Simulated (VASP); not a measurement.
A run of VASP 6.6.1 is set up as follows.

INCAR

```
PREC     = Accurate       # precision mode
ENCUT    = 520            # plane-wave cutoff, eV
EDIFF    = 1E-7           # SCF threshold, eV
ISMEAR   = 0              # smearing method
SIGMA    = 0.15           # smearing width, eV
LREAL    = F              # projectors in reciprocal space
LASPH    = T              # aspherical terms in the spheres
NELM     = 100            # most SCF steps
ALGO     = Normal         # electronic algorithm
ISIF     = 2              # what is computed and relaxed
LWAVE    = F              # write WAVECAR
LCHARG   = F              # write CHGCAR
GGA      = CA             # functional
NBANDS   = 16             # bands
```

File KPOINTS:

```
Automatic mesh
0
Gamma
  18 18 18
```

File POSCAR:

```
GaSb
1.0
   -1.4869318418      2.3640644764      2.6457933359
    1.4869318418     -2.3640644764      2.6457933359
    1.4869318418      2.3640644764     -2.6457933359
Ga Sb
1 1
Direct
    0.0000000000      0.0000000000      0.0000000000
    0.5000000000      0.5000000000      0.0000000000
```

Potentials or basis: VASP PAW LDA potentials, release 64 (Ga_d, Sb).

The run is started by

```console
$ cat potpaw_LDA.64/Ga_d/POTCAR potpaw_LDA.64/Sb/POTCAR > POTCAR
$ mpirun -np 1 vasp_std > vasp.out
```

(1) Estimate the band gap on the k mesh.

(2) Estimate the pressure.

Answers

(1) zero (bands 9 and 10 overlap by 7.55 eV).

(2) 17.9 GPa.

Caveat: the cell stands under pressure; spin-orbit coupling is left out, which moves the levels of the heavy elements.
